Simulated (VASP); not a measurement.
Runs of VASP 6.6.1 on GaN. The structure is that of space group F-43m (No. 216), or close to it. The cells are those of the table. 

```tsv
task	potentials or basis	cell	cutoff (eV)	second run	gap on the mesh (eV)	pressure (GPa)
single point	VASP PAW LDA potentials, release 64 (Ga_d, N_h)	a = 3.104 Å, angles 60.0°, 2 atoms	910	hard_potentials	2.26	11.0
single point	VASP PAW LDA potentials, release 64 (Ga_d, N)	a = 3.140 Å, angles 60.0°, 2 atoms	520	-	2.03	(b)
relaxation of cell and atoms	VASP PAW LDA potentials, release 64 (Ga_d, N)	relaxed to 1 GPa from a = 3.150 Å, angles 60.0°, 2 atoms	600	-	(a)	1.0
relaxation of cell and atoms	VASP PAW LDA potentials, release 64 (Ga_d, N)	relaxed to 2 GPa from a = 3.150 Å, angles 60.0°, 2 atoms	600	-	(c)	2.0
single point	VASP PAW LDA potentials, release 64 (Ga_d, N)	a = 3.117 Å, angles 60.0°, 2 atoms	520	-	2.18	8.3
```

Alike in all rows: level LDA; no spin polarisation; k mesh 10 × 10 × 10; smearing gaussian 0.01 eV.

Problem. Fill in the values left out.

Solution. (a) 1.97; (b) 3.1; (c) 2.00.

Caveats: the cell is relaxed towards a set pressure, so the enthalpy falls and the energy may rise (some runs); the cutoff is under 1.25 times the usual one of these potentials, so pressure, stress and relaxed cells hold a basis-set (Pulay) error (some runs); the relaxation stopped at its first step, so nothing moved (some runs).

A k mesh can miss the band edges, and the runs leave out spin-orbit coupling on Ga.
